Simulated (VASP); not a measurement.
# CuW2 (P6_422) in VASP: further runs

CuW2 is run at these levels: PBE; tasks: relaxation of cell and atoms.

All numbers are computed with VASP 6.6.1; they aren't measurements. Logs are shortened: lines on timing, memory, paths and dates and some standing lists are left out, and cuts for length are marked.

## (1) The cell of the first run

The structure is hexagonal, space group P6_422 (No. 181). The conventional cell has a = 4.738 Å, b = 4.738 Å, c = 6.935 Å, α = 90.00°, β = 90.00°, γ = 120.00°. Within 3.5 Å of Cu (site symmetry 222) lie 10 W at 2.69 to 2.76 Å and 4 Cu at 3.31 Å. W (site symmetry 2) has 9 W at 2.67 to 3.34 Å and 5 Cu at 2.69 to 2.76 Å within 3.5 Å.

## (2) Relaxation of cell and atoms, PBE

Input file INCAR:

```
SYSTEM = CuW2
  PREC = Accurate
  ENCUT = 600
  EDIFF = 1E-6
  ISMEAR = 0
  SIGMA = 0.1
  LREAL = .False.
  LASPH = .True.
  NELM = 80
  ALGO = Fast
  ISIF = 3
  LWAVE = .False.
  LCHARG = .False.
  GGA = PE
  IBRION = 2
  NSW = 100
  EDIFFG = -0.01
```

Input file KPOINTS:

```
Automatic mesh
0
Gamma
  9 9 6
  0 0 0
```

Input file POSCAR:

```
CuW2
1.0
    4.7375796354      0.0000000000      0.0000000000
   -2.3687898177      4.1028643167      0.0000000000
    0.0000000000      0.0000000000      6.9349289797
Cu W
3 6
Direct
    0.5000000000      0.0000000000      0.0000000000
    0.5000000000      0.5000000000      0.6666666667
    0.0000000000      0.5000000000      0.3333333333
    0.1637124445      0.3274248890      0.0000000000
    0.8362875555      0.1637124445      0.6666666667
    0.6725751110      0.8362875555      0.3333333333
    0.8362875555      0.6725751110      0.0000000000
    0.1637124445      0.8362875555      0.6666666667
    0.3274248890      0.1637124445      0.3333333333
```

Potentials or basis: VASP PAW PBE potentials, release 64 (Cu, W_sv).

Run with:

```
cat potpaw_PBE.64/Cu/POTCAR potpaw_PBE.64/W_sv/POTCAR > POTCAR
mpirun -np 1 vasp_std > vasp.out
```

OUTCAR:

```text
SYSTEM = CuW2
   PREC = Accurate
   ENCUT = 600
   EDIFF = 1E-6
   ISMEAR = 0
   LREAL = .False.
   LASPH = .True.
   NELM = 80
   ISIF = 3
   GGA = PE
   IBRION = 2
   NSW = 100
   EDIFFG = -0.01

 ion  position               nearest neighbor table
   1  0.500  0.000  0.000-   5 2.69   6 2.69   8 2.69   9 2.69   7 2.72   4 2.72   4 2.72   7 2.72
                             4 2.76   7 2.76
   2  0.500  0.500  0.667-   4 2.69   7 2.69   6 2.69   9 2.69   5 2.72   8 2.72   8 2.72   5 2.72
                             8 2.76   5 2.76
   3  0.000  0.500  0.333-   4 2.69   7 2.69   5 2.69   8 2.69   9 2.72   6 2.72   9 2.72   6 2.72
                             6 2.76   9 2.76
   4  0.164  0.327  0.000-   5 2.67   9 2.67   7 2.69   3 2.69   2 2.69   1 2.72   1 2.72   1 2.76
                             7 2.76   7 2.76   8 3.28   6 3.28   6 3.34   8 3.34
   5  0.836  0.164  0.667-   4 2.67   6 2.67   8 2.69   1 2.69   3 2.69   2 2.72   2 2.72   2 2.76
                             8 2.76   8 2.76   7 3.28   9 3.28   7 3.34   9 3.34
   6  0.673  0.836  0.333-   7 2.67   5 2.67   9 2.69   1 2.69   2 2.69   3 2.72   3 2.72   3 2.76
                             9 2.76   9 2.76   4 3.28   8 3.28   4 3.34   8 3.34
   7  0.836  0.673  0.000-   6 2.67   8 2.67   4 2.69   2 2.69   3 2.69   1 2.72   1 2.72   1 2.76
                             4 2.76   4 2.76   5 3.28   9 3.28   5 3.34   9 3.34
   8  0.164  0.836  0.667-   7 2.67   9 2.67   5 2.69   1 2.69   3 2.69   2 2.72   2 2.72   2 2.76
                             5 2.76   5 2.76   4 3.28   6 3.28   4 3.34   6 3.34
   9  0.327  0.164  0.333-   4 2.67   8 2.67   6 2.69   1 2.69   2 2.69   3 2.72   3 2.72   3 2.76
                             6 2.76   6 2.76   7 3.28   5 3.28   7 3.34   5 3.34

  LATTYP: Found a hexagonal cell.
 ALAT       =     4.7375796354
 C/A-ratio  =     1.4638126456

  Lattice vectors:

 A1 = (   4.7375796354,   0.0000000000,   0.0000000000)
 A2 = (  -2.3687898177,   4.1028643167,   0.0000000000)
 A3 = (   0.0000000000,   0.0000000000,   6.9349289797)

Analysis of symmetry for initial positions (statically):
=====================================================================
 Subroutine PRICEL returns:
 Original cell was already a primitive cell.

 Routine SETGRP: Setting up the symmetry group for a
 hexagonal supercell.

 Subroutine GETGRP returns: Found 12 space group operations
 (whereof  4 operations were pure point group operations)
 out of a pool of 24 trial point group operations.

The static configuration has the point symmetry D_2 .
 The point group associated with its full space group is D_6 .

Analysis of symmetry for dynamics (positions and initial velocities):
=====================================================================
 Subroutine PRICEL returns:
 Original cell was already a primitive cell.

 Routine SETGRP: Setting up the symmetry group for a
 hexagonal supercell.

 Subroutine GETGRP returns: Found 12 space group operations
 (whereof  4 operations were pure point group operations)
 out of a pool of 24 trial point group operations.

The dynamic configuration has the point symmetry D_2 .
 The point group associated with its full space group is D_6 .

 Subroutine INISYM returns: Found 12 space group operations
 (whereof  4 operations are pure point group operations),
 and found     1 'primitive' translations

----------------------------------------------------------------------------------------

                                     Primitive cell

  volume of cell :     134.7987

  direct lattice vectors                    reciprocal lattice vectors
     4.737579635  0.000000000  0.000000000     0.211078246  0.121866082  0.000000000
    -2.368789818  4.102864317  0.000000000     0.000000000  0.243732164  0.000000000
     0.000000000  0.000000000  6.934928980     0.000000000  0.000000000  0.144197583

  length of vectors
     4.737579635  4.737579635  6.934928980     0.243732164  0.243732164  0.144197583

  position of ions in fractional coordinates (direct lattice)
     0.500000000  0.000000000  0.000000000
     0.500000000  0.500000000  0.666666667
     0.000000000  0.500000000  0.333333333
     0.163712444  0.327424889  0.000000000
     0.836287556  0.163712444  0.666666667
     0.672575111  0.836287556  0.333333333
     0.836287556  0.672575111  0.000000000
     0.163712444  0.836287556  0.666666667
     0.327424889  0.163712444  0.333333333

  ion indices of the primitive-cell ions
   primitive index   ion index
                 1           1
                 2           2
                 3           3
                 4           4
                 5           5
                 6           6
                 7           7
                 8           8
                 9           9

----------------------------------------------------------------------------------------

 KPOINTS: Automatic mesh

Automatic generation of k-mesh.
 Grid dimensions read from file:
 generate k-points for:    9    9    6

 Generating k-lattice:

  Cartesian coordinates                     Fractional coordinates (reciprocal lattice)
     0.023453138  0.013540676  0.000000000     0.111111111  0.000000000  0.000000000
     0.000000000  0.027081352  0.000000000     0.000000000  0.111111111  0.000000000
     0.000000000  0.000000000  0.024032931     0.000000000  0.000000000  0.166666667

  Length of vectors
     0.027081352  0.027081352  0.024032931

  Shift w.r.t. Gamma in fractional coordinates (k-lattice)
     0.000000000  0.000000000  0.000000000

 Subroutine IBZKPT returns following result:
 ===========================================

 Found     48 irreducible k-points:

 Following reciprocal coordinates:
            Coordinates               Weight
  0.000000  0.000000  0.000000      1.000000
  0.111111  0.000000  0.000000      6.000000
  0.222222 -0.000000  0.000000      6.000000
  0.333333 -0.000000  0.000000      6.000000
  0.444444 -0.000000  0.000000      6.000000
  0.111111  0.111111  0.000000      6.000000
[... 16 lines left out ...]
  0.333333  0.222222  0.166667     24.000000
  0.333333  0.333333  0.166667      4.000000
 [... further k-points ...]
   k-points           NKPTS =     48   k-points in BZ     NKDIM =     48   number of bands    NBANDS=     70
   number of dos      NEDOS =    301   number of ions     NIONS =      9
   total plane-waves  NPLWV =  89600
   dimension x,y,z NGX =    40 NGY =   40 NGZ =   56
   dimension x,y,z NGXF=    80 NGYF=   80 NGZF=  112
   ions per type =               3   6
   NGX,Y,Z   is equivalent  to a cutoff of  14.04, 14.04, 13.42 a.u.
   NGXF,Y,Z  is equivalent  to a cutoff of  28.07, 28.07, 26.85 a.u.
 SYSTEM =  CuW2
   PREC   = accura    normal or accurate (medium, high low for compatibility)
   ISTART =      0    job   : 0-new  1-cont  2-samecut
   ICHARG =      2    charge: 1-file 2-atom 10-const
   ISPIN  =      1    spin polarized calculation?
   LNONCOLLINEAR =      F non collinear calculations
   LSORBIT =      F    spin-orbit coupling
   LASPH  =      T    aspherical Exc in radial PAW
   ENCUT  =  600.0 eV  44.10 Ry    6.64 a.u.   9.46  9.46 13.85*2*pi/ulx,y,z
   NELM   =     80;   NELMIN=  2; NELMDL= -5     # of ELM steps
   EDIFF  = 0.1E-05   stopping-criterion for ELM
   LREAL  =      F    real-space projection
   EDIFFG = -.1E-01   stopping-criterion for IOM
   NSW    =    100    number of steps for IOM
   IBRION =      2    ionic relax: 0-MD 1-quasi-New 2-CG
   NFREE  =      1    steps in history (QN), initial steepest desc. (CG)
   ISIF   =      3    stress and relaxation
   ISYM   =      2    0-nonsym 1-usesym 2-fastsym
   POTIM  = 0.5000    time-step for ionic-motion
   TEBEG  =    0.0;   TEEND  =   0.0 temperature during run
   PSTRESS=    0.0 pullay stress
   NELECT =     117.0000    total number of electrons
   NUPDOWN=      -1.0000    fix difference up-down
   EMIN   =  10.00;   EMAX   =-10.00  energy-range for DOS
   EFERMI =   0.00;   METHOD = LEGACY
   ISMEAR =     0;   SIGMA  =   0.10  broadening in eV -4-tet -1-fermi 0-gaus
   EFERMI_NEDOS =   21; number of points for ismear=-14 and -15
   IALGO  =     68    algorithm
   IMIX   =      4    mixing-type and parameters
     AMIX     =   0.40;   BMIX     =  1.00
     AMIX_MAG =   1.60;   BMIX_MAG =  1.00
  volume/ion in A,a.u.               =      14.98       101.07
  Fermi-wavevector in a.u.,A,eV,Ry     =   1.561618  2.951031 33.179870  2.438652
  Thomas-Fermi vector in A             =   2.664657
   LORBIT       =      0    0 simple, 1 ext, 2 COOP (PROOUT), +10 PAW based schemes
   GGA     = PE    functional components
   LHFCALC =     F    Hartree Fock is set to
   AEXX    =    0.0000 exact exchange contribution
   IVDW    =     0    specifies the selected vdW correction
   LEPSILON=     F    determine dielectric tensor
   LRPA    =     F    only Hartree local field effects (RPA)
 conjugate gradient relaxation of ions
 non-spin polarized calculation
 RMM-DIIS sequential band-by-band and
 Gauss-broadening in eV      SIGMA  =   0.10
  energy-cutoff  :      600.00
  volume of cell :      134.80
 maximum number of plane-waves:      4528
 NGX is ok and might be reduce to    40
   NGX = 19   NGY = 19   NGZ = 27

--------------------------------------- Ionic step        1  -------------------------------------------

 number of electron     117.0000017 magnetization

 Free energy of the ion-electron system (eV)
  ---------------------------------------------------
  ext. energy  EPLUGINS =         0.00000000
  ---------------------------------------------------
  free energy    TOTEN  =       -85.36923486 eV

  energy without entropy =      -85.33548453  energy(sigma->0) =      -85.35235970

------------------------ aborting loop because EDIFF is reached ----------------------------------------

  FORCE on cell =-STRESS in cart. coord.  units (eV):
  Direction    XX          YY          ZZ          XY          YZ          ZX
  --------------------------------------------------------------------------------------
  -------------------------------------------------------------------------------------
  Total        0.4826043      0.4826043      0.6041092      0.0000000      0.0000000     -0.0000000
  in kB        5.7360919      5.7360919      7.1802630      0.0000000      0.0000000     -0.0000000
  external PRESSURE =       6.2174822 kB  Pullay stress =       0.0000000 kB
[... 157 lines left out ...]
  energy  without entropy=      -85.3361637950  energy(sigma->0) =      -85.35308217

--------------------------------------- Ionic step        5  -------------------------------------------

 number of electron     117.0000018 magnetization

 Free energy of the ion-electron system (eV)
  ---------------------------------------------------
  ext. energy  EPLUGINS =         0.00000000
  ---------------------------------------------------
  free energy    TOTEN  =       -85.37006601 eV

  energy without entropy =      -85.33613189  energy(sigma->0) =      -85.35309895

 E-fermi :   9.6036     XC(G=0): -13.1828

 val. band max:        9.6004548062   @ k =   0.1111   0.1111   0.3333
 cond. band min:       9.6215512369   @ k =   0.3333   0.2222   0.0000
 fundamental gap:      0.0210964307
 Fermi energy:         9.6036482301

 k-point     1 :       0.0000    0.0000    0.0000
  band No.  band energies     occupation
      1     -64.1213      2.00000
      2     -64.0559      2.00000
      3     -64.0558      2.00000
      4     -64.0052      2.00000
      5     -64.0052      2.00000
      6     -63.9529      2.00000
[... 1741 lines left out ...]
     69      12.8557      0.00000
     70      13.2356      0.00000

 [... further k-points ...]

------------------------ aborting loop because EDIFF is reached ----------------------------------------

  FORCE on cell =-STRESS in cart. coord.  units (eV):
  Direction    XX          YY          ZZ          XY          YZ          ZX
  --------------------------------------------------------------------------------------
  -------------------------------------------------------------------------------------
  Total        0.0053395      0.0053395     -0.0374636     -0.0000000      0.0000000      0.0000000
  in kB        0.0632851      0.0632851     -0.4440311     -0.0000000      0.0000000      0.0000000
  external PRESSURE =      -0.1058203 kB  Pullay stress =       0.0000000 kB
[... 24 lines left out ...]
  FREE ENERGIE OF THE ION-ELECTRON SYSTEM (eV)
  ---------------------------------------------------
  free  energy   TOTEN  =       -85.3700660112 eV

  energy  without entropy=      -85.3361318942  energy(sigma->0) =      -85.35309895

 reached required accuracy - stopping structural energy minimisation
```

Wall time 82 min (1 thread of Intel Xeon 8259CL, shared host); peak memory 0.58 GiB.

Results:

- Free energy: -85.3701 eV
- Relaxed volume: 15.02 Å³/atom
- Relaxed cell: a = 4.741 Å, b = 4.741 Å, c = 6.945 Å, α = 90.00°, β = 90.00°, γ = 120.00°
- Space group after relaxing (to 0.1 Å): P6_422 (No. 181)
- Energy gained by relaxing: 0.1 meV/atom
- Ionic steps: 5
- Pressure after relaxing: 0.0 GPa
- Band gap on the k mesh: zero (an odd number of electrons rules out a gap without spin polarisation)

Step by step:
```csv
step,energy change (eV),largest force (eV/Å),pressure (GPa),volume (Å³)
1,0.0000,0.0200,0.62,134.80
2,0.0025,0.0246,-1.38,135.94
3,-0.0008,0.0215,-0.02,135.17
4,-0.0008,0.0211,-0.05,135.18
5,-0.0008,0.0013,-0.01,135.18
```

Final structure:
```xyz
9
Lattice="4.7410 0.0000 0.0000 -2.3705 4.1058 0.0000 0.0000 0.0000 6.9445" Properties=species:S:1:pos:R:3 pbc="T T T"
Cu    2.3705    0.0000    0.0000
Cu    1.1852    2.0529    4.6297
Cu    3.5557    2.0529    2.3149
W     0.0000    1.3431    0.0000
W     3.5778    0.6715    4.6297
W     1.2074    3.4343    2.3149
W     2.3705    2.7627    0.0000
W    -1.2074    3.4343    4.6297
W     1.1631    0.6715    2.3149
```

Levels at points of the mesh, in eV from the Fermi level:
```tsv
k point	band 54	band 55	band 56	band 57	band 58	band 59	band 60	band 61	band 62	band 63
(0.00, 0.00, 0.00)	-1.00	-0.84	-0.84	-0.30	-0.30	-0.19	0.65	0.65	0.85	0.89
(0.00, 0.00, 0.50)	-1.04	-0.58	-0.58	-0.12	0.05	0.05	0.48	0.61	1.39	1.41
```

Caveat: spin-orbit coupling is left out, which moves the levels of the heavy elements.

## (3) Relaxation of cell and atoms, PBE

This run uses another cell than the first one, of 13.90 Å³/atom.

Input file INCAR:

```
  PREC = Accurate
  ENCUT = 600
  EDIFF = 1E-6
  ISMEAR = 0
  SIGMA = 0.1
  LREAL = F
  LASPH = T
  NELM = 100
  ALGO = Fast
  ISIF = 3
  LWAVE = F
  LCHARG = F
  GGA = PE
  IBRION = 2
  NSW = 90
  EDIFFG = -0.04
```

Input file KPOINTS:

```
Automatic mesh
0
Gamma
  6 6 4
```

Input file POSCAR:

```
CuW2
1.0
    4.6967895692      0.0000000000      0.0000000000
   -2.3483947846      4.0675390831      0.0000000000
    0.0000000000      0.0000000000      6.5475241838
Cu W
3 6
Direct
    0.5000000000      0.0000000000      0.0000000000
    0.5000000000      0.5000000000      0.6666666667
    0.0000000000      0.5000000000      0.3333333333
    0.1626000000      0.3252000000      0.0000000000
    0.8374000000      0.1626000000      0.6666666667
    0.6748000000      0.8374000000      0.3333333333
    0.8374000000      0.6748000000      0.0000000000
    0.1626000000      0.8374000000      0.6666666667
    0.3252000000      0.1626000000      0.3333333333
```

Potentials or basis: VASP PAW PBE potentials, release 64 (Cu, W_sv).

Run with:

```
cat potpaw_PBE.64/Cu/POTCAR potpaw_PBE.64/W_sv/POTCAR > POTCAR
mpirun -np 1 vasp_std > vasp.out
```

It took 53 min on 1 thread of Intel Xeon Platinum 8259CL at 2.50GHz (Skylake/Cascade Lake), shared host; peak memory 0.41 GiB.

The run converged. Its results:

```yaml
Free_energy: -85.3738 eV
Relaxed_volume: 15.03 Å³/atom
Relaxed_cell: a = 4.743 Å, b = 4.743 Å, c = 6.945 Å, α = 90.00°, β = 90.00°, γ = 120.00°
Space_group_after_relaxing_to_0.1_Å: P6_422 (No. 181)
Energy_gained_by_relaxing: 99.7 meV/atom
Ionic_steps: 9
Pressure_after_relaxing: -0.1 GPa
Largest_force_after_relaxing: 0.026 eV/Å
Band_gap_on_the_k_mesh: zero (an odd number of electrons rules out a gap without spin polarisation)
```

Forces on the atoms (eV/Å):
```
Cu   0.000  0.000  0.000
Cu   0.000  0.000  0.000
Cu   0.000  0.000  0.000
W    0.000  0.026  0.000
W   -0.023  0.013  0.000
W   -0.023 -0.013  0.000
W    0.000 -0.026  0.000
W    0.023 -0.013  0.000
W    0.023  0.013  0.000
```

Stress tensor (GPa, compression positive):
```
-0.18  0.00  0.00
 0.00 -0.18  0.00
 0.00  0.00 -0.04
```

Step by step:
```
step  energy change (eV)  largest force (eV/Å)  pressure (GPa)  volume (Å³)
   1              0.0000                0.4297           23.07       125.09
   2              2.5937                0.5566          -31.31       164.68
   3             -0.8206                0.0683           -2.86       136.82
   4             -0.8251                0.0456           -1.52       136.08
   5             -0.8936                0.0655            0.48       134.97
   6             -0.8976                0.0429            0.03       135.18
   7             -0.8976                0.0411            0.16       135.20
   8             -0.8974                0.0000           -0.50       135.43
   9             -0.8977                0.0264           -0.13       135.29
```

Final structure:
```
Cu W
1.0
     4.74289    0.00000    0.00000
    -2.37144    4.10746    0.00000
     0.00000    0.00000    6.94459
Cu W
3 6
Cartesian
  2.3714 0.0000 0.0000
  1.1857 2.0537 4.6297
  -1.1857 2.0537 2.3149
  0.0000 1.3426 0.0000
  3.5802 0.6713 4.6297
  1.2087 3.4362 2.3149
  2.3714 2.7649 0.0000
  -1.2087 3.4362 4.6297
  1.1627 0.6713 2.3149
```

Levels at points of the mesh, in eV from the Fermi level:
| k point | band 54 | band 55 | band 56 | band 57 | band 58 | band 59 | band 60 | band 61 | band 62 | band 63 |
| --- | --- | --- | --- | --- | --- | --- | --- | --- | --- | --- |
| (0.00, 0.00, 0.00) | -1.01 | -0.85 | -0.85 | -0.31 | -0.31 | -0.20 | 0.65 | 0.65 | 0.84 | 0.88 |
| (0.50, 0.00, 0.00) | -1.28 | -1.23 | -0.68 | -0.66 | -0.51 | -0.07 | 1.22 | 1.57 | 1.93 | 2.08 |
| (0.00, 0.00, 0.50) | -1.05 | -0.59 | -0.59 | -0.13 | 0.04 | 0.04 | 0.48 | 0.60 | 1.37 | 1.40 |
| (0.50, 0.00, 0.50) | -1.13 | -1.11 | -0.64 | -0.54 | 0.12 | 0.37 | 0.63 | 1.11 | 1.15 | 1.44 |

Caveat: spin-orbit coupling is left out, which moves the levels of the heavy elements.
